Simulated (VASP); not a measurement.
# NbCd3 (Pm-3m) in VASP: further runs

The runs below take NbCd3 through single point, with r2SCAN.

All numbers are computed with VASP 6.6.1; they aren't measurements. Logs are shortened: lines on timing, memory, paths and dates and some standing lists are left out, and cuts for length are marked.

### Step 1. The cell of the first run

Symmetry: Pm-3m, No. 221, cubic system. The conventional cell has a = 4.215 Å, b = 4.215 Å, c = 4.215 Å, α = 90.00°, β = 90.00°, γ = 90.00°. Within 3.9 Å of Nb (site symmetry m-3m) lie 12 Cd at 2.98 Å. Within 3.9 Å of Cd (site symmetry 4/mmm) lie 4 Nb at 2.98 Å and 8 Cd at 2.98 Å.

### Step 2. Single point, r2SCAN

The input, POSCAR:

```
NbCd3
1.0
    4.2150000000      0.0000000000      0.0000000000
    0.0000000000      4.2150000000      0.0000000000
    0.0000000000      0.0000000000      4.2150000000
Nb Cd
1 3
Direct
    0.0000000000      0.0000000000      0.0000000000
    0.0000000000      0.5000000000      0.5000000000
    0.5000000000      0.0000000000      0.5000000000
    0.5000000000      0.5000000000      0.0000000000
```

The input, INCAR.step1:

```
SYSTEM = NbCd3
PREC = Accurate
ENCUT = 520
ISMEAR = 0
SIGMA = 0.1
LREAL = .FALSE.
LASPH = .TRUE.
NELM = 100
NBANDS = 32
GGA = PE
ALGO = Normal
EDIFF = 1E-4
LWAVE = .TRUE.
LCHARG = .FALSE.
```

The input, INCAR.step2:

```
SYSTEM = NbCd3
PREC = Accurate
ENCUT = 520
EDIFF = 1E-6
ISMEAR = 0
SIGMA = 0.1
LREAL = .FALSE.
LASPH = .TRUE.
NELM = 100
ALGO = Normal
ISIF = 2
LWAVE = .FALSE.
LCHARG = .TRUE.
METAGGA = R2SCAN
LMIXTAU = .TRUE.
LELF = .TRUE.
LVHAR = .TRUE.
NBANDS = 32
ISTART = 1
```

The input, KPOINTS:

```
regular mesh
0
G
  8 8 8
  0 0 0
```

Potentials or basis: VASP PAW PBE potentials, release 64 (Nb_sv, Cd).

Launch:

```bash
cat potpaw_PBE.64/Nb_sv/POTCAR potpaw_PBE.64/Cd/POTCAR > POTCAR
cp INCAR.step1 INCAR
mpirun -np 1 vasp_std > vasp.out
cp INCAR.step2 INCAR
mpirun -np 1 vasp_std > vasp.out
```

OUTCAR:

```text
SYSTEM = NbCd3
   PREC = Accurate
   ENCUT = 520
   EDIFF = 1E-6
   ISMEAR = 0
   LREAL = .FALSE.
   LASPH = .TRUE.
   NELM = 100
   ISIF = 2
   METAGGA = R2SCAN
   ISTART = 1

 ion  position               nearest neighbor table
   1  0.000  0.000  0.000-   2 2.98   3 2.98   4 2.98   2 2.98   3 2.98   2 2.98   4 2.98   2 2.98
                             3 2.98   4 2.98   3 2.98   4 2.98
   2  0.000  0.500  0.500-   1 2.98   3 2.98   4 2.98   1 2.98   4 2.98   1 2.98   3 2.98   1 2.98
                             3 2.98   4 2.98   4 2.98   3 2.98
   3  0.500  0.000  0.500-   1 2.98   2 2.98   4 2.98   1 2.98   4 2.98   2 2.98   4 2.98   4 2.98
                             1 2.98   2 2.98   1 2.98   2 2.98
   4  0.500  0.500  0.000-   1 2.98   2 2.98   3 2.98   2 2.98   3 2.98   1 2.98   3 2.98   3 2.98
                             1 2.98   2 2.98   2 2.98   1 2.98

  LATTYP: Found a simple cubic cell.
 ALAT       =     4.2150000000

  Lattice vectors:

 A1 = (   4.2150000000,   0.0000000000,   0.0000000000)
 A2 = (   0.0000000000,   4.2150000000,   0.0000000000)
 A3 = (   0.0000000000,   0.0000000000,   4.2150000000)

Analysis of symmetry for initial positions (statically):
=====================================================================
 Subroutine PRICEL returns:
 Original cell was already a primitive cell.

 Routine SETGRP: Setting up the symmetry group for a
 simple cubic supercell.

 Subroutine GETGRP returns: Found 48 space group operations
 (whereof 48 operations were pure point group operations)
 out of a pool of 48 trial point group operations.

The static configuration has the point symmetry O_h .

Analysis of symmetry for dynamics (positions and initial velocities):
=====================================================================
 Subroutine PRICEL returns:
 Original cell was already a primitive cell.

 Routine SETGRP: Setting up the symmetry group for a
 simple cubic supercell.

 Subroutine GETGRP returns: Found 48 space group operations
 (whereof 48 operations were pure point group operations)
 out of a pool of 48 trial point group operations.

The dynamic configuration has the point symmetry O_h .

 Subroutine INISYM returns: Found 48 space group operations
 (whereof 48 operations are pure point group operations),
 and found     1 'primitive' translations
[... 89 lines left out ...]
 SYSTEM =  NbCd3
   PREC   = accura    normal or accurate (medium, high low for compatibility)
   ISTART =      1    job   : 0-new  1-cont  2-samecut
   ICHARG =      0    charge: 1-file 2-atom 10-const
   ISPIN  =      1    spin polarized calculation?
   LNONCOLLINEAR =      F non collinear calculations
   LSORBIT =      F    spin-orbit coupling
   LASPH  =      T    aspherical Exc in radial PAW
   ENCUT  =  520.0 eV  38.22 Ry    6.18 a.u.   7.84  7.84  7.84*2*pi/ulx,y,z
   NELM   =    100;   NELMIN=  2; NELMDL=  0     # of ELM steps
   EDIFF  = 0.1E-05   stopping-criterion for ELM
   LREAL  =      F    real-space projection
   EDIFFG = 0.1E-04   stopping-criterion for IOM
   NSW    =      0    number of steps for IOM
   IBRION =     -1    ionic relax: 0-MD 1-quasi-New 2-CG
   NFREE  =      0    steps in history (QN), initial steepest desc. (CG)
   ISIF   =      2    stress and relaxation
   ISYM   =      2    0-nonsym 1-usesym 2-fastsym
   POTIM  = 0.5000    time-step for ionic-motion
   TEBEG  =    0.0;   TEEND  =   0.0 temperature during run
   PSTRESS=    0.0 pullay stress
   NELECT =      49.0000    total number of electrons
   NUPDOWN=      -1.0000    fix difference up-down
   EMIN   =  10.00;   EMAX   =-10.00  energy-range for DOS
   EFERMI =   0.00;   METHOD = LEGACY
   ISMEAR =     0;   SIGMA  =   0.10  broadening in eV -4-tet -1-fermi 0-gaus
   EFERMI_NEDOS =   21; number of points for ismear=-14 and -15
   IALGO  =     38    algorithm
   IMIX   =      4    mixing-type and parameters
     AMIX     =   0.40;   BMIX     =  1.00
     AMIX_MAG =   1.60;   BMIX_MAG =  1.00
  volume/ion in A,a.u.               =      18.72       126.34
  Fermi-wavevector in a.u.,A,eV,Ry     =   1.421268  2.685807 27.483802  2.020002
  Thomas-Fermi vector in A             =   2.542096
   LORBIT       =      0    0 simple, 1 ext, 2 COOP (PROOUT), +10 PAW based schemes
   METAGGA = R2SCAN    functional components
   LHFCALC =     F    Hartree Fock is set to
   AEXX    =    0.0000 exact exchange contribution
   IVDW    =     0    specifies the selected vdW correction
   LEPSILON=     F    determine dielectric tensor
   LRPA    =     F    only Hartree local field effects (RPA)
 non-spin polarized calculation
 Gauss-broadening in eV      SIGMA  =   0.10
  energy-cutoff  :      520.00
  volume of cell :       74.88
 maximum number of plane-waves:      2040
 NGX is ok and might be reduce to    32
   NGX = 15   NGY = 15   NGZ = 15

 number of electron      49.0000040 magnetization

 Free energy of the ion-electron system (eV)
  ---------------------------------------------------
  ext. energy  EPLUGINS =         0.00000000
  ---------------------------------------------------
  free energy    TOTEN  =       -84.63322507 eV

  energy without entropy =      -84.62329100  energy(sigma->0) =      -84.62825804

 E-fermi :   5.1613     XC(G=0): -12.9195

 val. band max:        5.1546897950   @ k =   0.3750   0.2500   0.1250
 cond. band min:       5.2704767126   @ k =   0.2500   0.2500   0.1250
 fundamental gap:      0.1157869176
 Fermi energy:         5.1613049825

 k-point     1 :       0.0000    0.0000    0.0000
  band No.  band energies     occupation
      1     -51.5213      2.00000
      2     -26.8838      2.00000
      3     -26.8838      2.00000
      4     -26.8838      2.00000
      5      -4.9248      2.00000
      6      -4.7320      2.00000
[... 829 lines left out ...]
     31      11.8894      0.00000
     32      13.4187      0.00000

 [... further k-points ...]
[... 5 lines left out ...]
  --------------------------------------------------------------------------------------
  -------------------------------------------------------------------------------------
  Total        2.4865280      2.4865280      2.4865280      0.0000000      0.0000000      0.0000000
  in kB       53.1999464     53.1999464     53.1999464      0.0000000      0.0000000      0.0000000
  external PRESSURE =      53.1999464 kB  Pullay stress =       0.0000000 kB

 VOLUME and BASIS-vectors are now :
 -----------------------------------------------------------------------------
  energy-cutoff  :      520.00
  volume of cell :       74.88
      direct lattice vectors                 reciprocal lattice vectors
     4.215000000  0.000000000  0.000000000     0.237247924  0.000000000  0.000000000
     0.000000000  4.215000000  0.000000000     0.000000000  0.237247924  0.000000000
     0.000000000  0.000000000  4.215000000     0.000000000  0.000000000  0.237247924

 POSITION                                       TOTAL-FORCE (eV/Angst)
 -----------------------------------------------------------------------------------
      0.00000      0.00000      0.00000         0.000000      0.000000      0.000000
      0.00000      2.10750      2.10750         0.000000      0.000000      0.000000
      2.10750      0.00000      2.10750         0.000000      0.000000      0.000000
      2.10750      2.10750      0.00000         0.000000      0.000000      0.000000
 -----------------------------------------------------------------------------------
    total drift:                                0.000000     -0.000000     -0.000000

  FREE ENERGIE OF THE ION-ELECTRON SYSTEM (eV)
  ---------------------------------------------------
  free  energy   TOTEN  =       -84.6332250697 eV

  energy  without entropy=      -84.6232910008  energy(sigma->0) =      -84.62825804
```

OSZICAR.step1:

```text
N       E                     dE             d eps       ncg     rms          rms(c)
DAV:   1     0.474491310318E+03    0.47449E+03   -0.26259E+04  2240   0.158E+03
DAV:   2     0.611170329106E+01   -0.46838E+03   -0.45426E+03  2512   0.492E+02
DAV:   3    -0.117982725824E+02   -0.17910E+02   -0.17420E+02  3176   0.960E+01
DAV:   4    -0.124725808127E+02   -0.67431E+00   -0.67207E+00  3144   0.153E+01
DAV:   5    -0.124846483531E+02   -0.12068E-01   -0.12064E-01  3048   0.176E+00    0.989E+00
DAV:   6    -0.118533964596E+02    0.63125E+00   -0.15431E+00  2904   0.111E+01    0.630E+00
DAV:   7    -0.117740025417E+02    0.79394E-01   -0.21778E-01  2688   0.348E+00    0.375E+00
DAV:   8    -0.117618880813E+02    0.12114E-01   -0.73490E-02  2920   0.219E+00    0.686E-01
DAV:   9    -0.117598636180E+02    0.20245E-02   -0.77750E-03  2976   0.670E-01    0.220E-01
DAV:  10    -0.117599822060E+02   -0.11859E-03   -0.86153E-04  2344   0.209E-01    0.325E-02
DAV:  11    -0.117599762888E+02    0.59171E-05   -0.43440E-05  1408   0.619E-02
   1 F= -.11759976E+02 E0= -.11754537E+02  d E =-.108780E-01
```

Run time: 92 s. Hardware: 1 thread of Intel Xeon 6975P-C (Granite Rapids), shared host; peak memory 0.23 GiB.

Results:

| Property | Result |
| --- | --- |
| Free energy | -84.6332 eV |
| Pressure | 5.3 GPa |
| Band gap on the k mesh | zero (an odd number of electrons rules out a gap without spin polarisation) |

Caveat: the cell stands under pressure; the PAW data sets were made with another functional, which shifts forces and pressure a little.

### Step 3. Single point, r2SCAN

POSCAR is that of step 2.

INCAR.step1 is that of step 2.

INCAR.step2 is that of step 2.

The input, KPOINTS:

```
Automatic mesh
0
G
  12 12 12
  0 0 0
```

Potentials or basis: VASP PAW PBE potentials, release 64 (Nb_sv, Cd).

Launch:

```bash
cat potpaw_PBE.64/Nb_sv/POTCAR potpaw_PBE.64/Cd/POTCAR > POTCAR
cp INCAR.step1 INCAR
mpirun -np 1 vasp_std > vasp.out
cp INCAR.step2 INCAR
mpirun -np 1 vasp_std > vasp.out
```

It took 2.8 min on 1 thread of Intel Xeon 6975P-C (Granite Rapids), shared host; peak memory 0.3 GiB.

Results (log left out):

- Free energy: -84.6343 eV
- Pressure: 5.3 GPa
- Band gap on the k mesh: zero (an odd number of electrons rules out a gap without spin polarisation)

Levels at points of the mesh, in eV from the Fermi level:
```tsv
k point	band 22	band 23	band 24	band 25	band 26	band 27
(0.00, 0.00, 0.00)	-0.90	0.20	0.20	0.20	1.32	1.32
(0.50, 0.00, 0.00)	-0.97	-0.97	-0.78	1.23	1.28	3.62
(0.50, 0.50, 0.00)	-3.34	-3.34	-0.36	-0.36	1.39	2.08
(0.50, 0.50, 0.50)	-2.50	-2.34	-1.36	-1.36	-1.36	1.78
```

Caveat: the cell stands under pressure; the PAW data sets were made with another functional, which shifts forces and pressure a little.

### Step 4. Single point, r2SCAN

POSCAR is that of step 3.

The input, INCAR.step1:

```
ALGO     = Normal         # electronic algorithm
EDIFF    = 1E-4           # SCF threshold, eV
ENCUT    = 520            # plane-wave cutoff, eV
GGA      = PE             # functional
ISMEAR   = 0              # smearing method
LASPH    = True           # aspherical terms in the spheres
LCHARG   = False          # write CHGCAR
LREAL    = False          # projectors in reciprocal space
LWAVE    = True           # write WAVECAR
NBANDS   = 32             # bands
NELM     = 60             # most SCF steps
PREC     = Accurate       # precision mode
SIGMA    = 0.1            # smearing width, eV
```

The input, INCAR.step2:

```
ALGO     = Normal         # electronic algorithm
EDIFF    = 1E-6           # SCF threshold, eV
ENCUT    = 520            # plane-wave cutoff, eV
ISIF     = 2              # what is computed and relaxed
ISMEAR   = 0              # smearing method
ISTART   = 1            
LASPH    = True           # aspherical terms in the spheres
LCHARG   = True           # write CHGCAR
LELF     = True           # ELF
LMIXTAU  = True         
LREAL    = False          # projectors in reciprocal space
LVHAR    = True         
LWAVE    = False          # write WAVECAR
METAGGA  = R2SCAN         # meta-GGA
NBANDS   = 32             # bands
NELM     = 60             # most SCF steps
PREC     = Accurate       # precision mode
SIGMA    = 0.1            # smearing width, eV
```

The input, KPOINTS:

```
k-points
0
Gamma
  14 14 14
```

Launch:

```bash
cat potpaw_PBE.64/Nb_sv/POTCAR potpaw_PBE.64/Cd/POTCAR > POTCAR
cp INCAR.step1 INCAR
mpirun -np 1 vasp_std > vasp.out
cp INCAR.step2 INCAR
mpirun -np 1 vasp_std > vasp.out
```

Wall time 4 min (1 thread of Intel Xeon 6975P-C (Granite Rapids), shared host); peak memory 0.36 GiB.

Results (log left out):

```
Free energy            : -84.6350 eV
Pressure               : 5.3 GPa
Band gap on the k mesh : zero (an odd number of electrons rules out a gap without spin polarisation)
```

Levels at points of the mesh, in eV from the Fermi level:
```
           k point  band 21  band 22  band 23  band 24  band 25  band 26  band 27  band 28
(0.00, 0.00, 0.00)    -0.90    -0.90     0.20     0.20     0.20     1.32     1.32     1.32
(0.50, 0.00, 0.00)    -6.22    -0.97    -0.97    -0.78     1.23     1.28     3.62     4.43
(0.50, 0.50, 0.00)    -3.35    -3.34    -3.34    -0.36    -0.36     1.39     2.08     2.36
(0.50, 0.50, 0.50)    -2.50    -2.50    -2.34    -1.37    -1.37    -1.37     1.78     1.78
```

Caveat: the cell stands under pressure; the PAW data sets were made with another functional, which shifts forces and pressure a little.

### Step 5. Summary

```tsv
k mesh	gap on the mesh (eV)	pressure (GPa)
8 × 8 × 8	none	5.3
12 × 12 × 12	none	5.3
14 × 14 × 14	none	5.3
```

Alike in all rows: task single point; level r2SCAN; potentials or basis VASP PAW PBE potentials, release 64 (Nb_sv, Cd); no spin polarisation; cell as given; cutoff (eV) 520; smearing gaussian 0.1 eV.

Caveats: the cell stands under pressure; the PAW data sets were made with another functional, which shifts forces and pressure a little.

Total energies depend on the potentials used, so only differences within one code and one set of settings carry meaning.

The gap in the log of VASP goes by the Fermi energy; the results here count the filled bands.